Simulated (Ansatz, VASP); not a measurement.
## One calculation of Sb3S2, two programs

```
CELL_PARAMETERS angstrom
5.22576 0.00000 0.00000
0.00000 5.22576 0.00000
0.00000 0.00000 5.22576
ATOMIC_POSITIONS crystal
Sb 0.50000 0.00000 0.00000
Sb 0.00000 0.50000 0.00000
Sb 0.00000 0.00000 0.50000
S 0.50000 0.50000 0.50000
S 0.00000 0.00000 0.00000
```

Alike in both runs: functional PBE; k mesh 4 × 4 × 4; occupations gaussian, width 0.1 eV; no spin polarisation.

Ansatz relaxed the structure, and its values are those at the end. VASP's run is a single point on that final structure, the one shown.

|  | VASP | Ansatz |
| --- | --- | --- |
| version | VASP 6.6.1 | Ansatz 0.2.0 |
| potentials or method | VASP PAW PBE potentials, release 64 (Sb, S), cutoff 520 eV | scalar-relativistic, plane waves, PAW |
| valence electrons in the cell | 27 | 57 |

|  | VASP | Ansatz | Ansatz less VASP |
| --- | --- | --- | --- |
| gap on the k mesh at the Fermi level (eV) | none | none | - |
| pressure (GPa) | -0.1 | 0.1 | +0.14 |

A gap of «none» marks a metal or a gap that the smearing closes. VASP's potentials hold 27 valence electrons a cell and Ansatz's 57, so a difference there can come from the potentials and not from the codes.

Spin-orbit coupling is off throughout.
